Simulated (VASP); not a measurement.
**BN: single point with LDA**

BN:

```
B N
1.0
     2.54011    0.00000    0.00000
    -1.27005    2.19980    0.00000
     0.00000    0.00000    4.11968
B N
2 2
Direct
  0.66667 0.33333 0.99998
  0.33333 0.66667 0.49998
  0.66667 0.33333 0.62502
  0.33333 0.66667 0.12502
```

This cell differs from its parent crystal: strain +e along x and -e along y +0.0000, strain +e along z and -e/2 along x and y -0.0133.

```
Program                : VASP 6.6.1
Task                   : single point
Functional             : LDA
Potentials or basis    : VASP PAW LDA potentials, release 64 (B, N)
Cutoff                 : 600 eV
k mesh                 : 12 × 12 × 6
Occupations            : gaussian, width 0.05 eV
Spin                   : no spin polarisation
Dipole correction      : no
Further INCAR settings : ALGO = Normal; EDIFF = 1e-06; NBANDS = 16
```

```json
{
 "Pressure": "1.0 GPa",
 "Band gap on the k mesh": "5.01 eV (least direct gap 8.16 eV)"
}
```

Stress tensor (GPa, compression positive):
```
-5.87  0.00  0.00
 0.00 -5.87  0.00
 0.00  0.00 14.81
```

Levels at points of the mesh, in eV from the valence-band top:
```csv
k point,band 5,band 6,band 7,band 8,band 9,band 10,band 11,band 12
"(0.00, 0.00, 0.00)",-2.34,-0.20,0.00,0.00,8.17,8.17,9.24,9.54
"(0.50, 0.00, 0.00)",-7.05,-5.25,-4.61,-2.10,6.52,8.05,10.51,11.59
"(0.00, 0.00, 0.50)",-1.30,-1.30,-1.30,-1.30,9.45,9.45,9.82,9.82
"(0.50, 0.00, 0.50)",-3.93,-3.93,-3.54,-3.54,6.64,6.64,10.27,10.27
```

Run time: 38 s on 1 thread of Intel Xeon 8259CL (shared host), peak memory 0.14 GiB.

Caveat: the cell differs from its parent crystal (strain +e along x and -e along y +0.0000, strain +e along z and -e/2 along x and y -0.0133). A k mesh can miss the band edges.
